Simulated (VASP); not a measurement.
A run of VASP 6.6.1 is set up as follows.

File POSCAR:

```
CO2
1.0
    4.2272127900      0.0000000000      0.0000000000
    0.0000000000      4.2272127900      0.0000000000
    0.0000000000      0.0000000000      4.6877715900
C O
2 4
Direct
    0.5000000000      0.5000000000      0.5000000000
    0.0000000000      0.0000000000      0.0000000000
    0.3048268600      0.6951731400      0.5000000000
    0.6951731400      0.3048268600      0.5000000000
    0.1951731400      0.1951731400      0.0000000000
    0.8048268600      0.8048268600      0.0000000000
```

INCAR.step1

```
  ALGO = Normal
  EDIFF = 1E-4
  ENCUT = 600
  GGA = PE
  ISMEAR = 0
  LASPH = True
  LCHARG = False
  LREAL = False
  LWAVE = True
  NELM = 80
  PREC = Accurate
  SIGMA = 0.02
```

Contents of INCAR.step2:

```
  ALGO = Normal
  EDIFF = 1E-6
  EDIFFG = -0.005
  ENCUT = 600
  IBRION = 2
  ISIF = 3
  ISMEAR = 0
  ISTART = 1
  LASPH = True
  LCHARG = False
  LMIXTAU = True
  LREAL = False
  LWAVE = False
  METAGGA = R2SCAN
  NELM = 80
  NSW = 100
  PREC = Accurate
  SIGMA = 0.02
```

The input KPOINTS:

```
k-points
0
Gamma
  6 6 6
```

Potentials or basis: VASP PAW PBE potentials, release 64 (C, O).

Command:

```sh
$ cat potpaw_PBE.64/C/POTCAR potpaw_PBE.64/O/POTCAR > POTCAR
$ cp INCAR.step1 INCAR
$ mpirun -np 1 vasp_std > vasp.out
$ cp INCAR.step2 INCAR
$ mpirun -np 1 vasp_std > vasp.out
```

(1) Estimate the band gap on the k mesh.

(2) Predict the space group after relaxing (to 0.1 Å).

Results:

(1) 7.17 eV (least direct gap 7.66 eV).

(2) P4_2/mnm (No. 136).
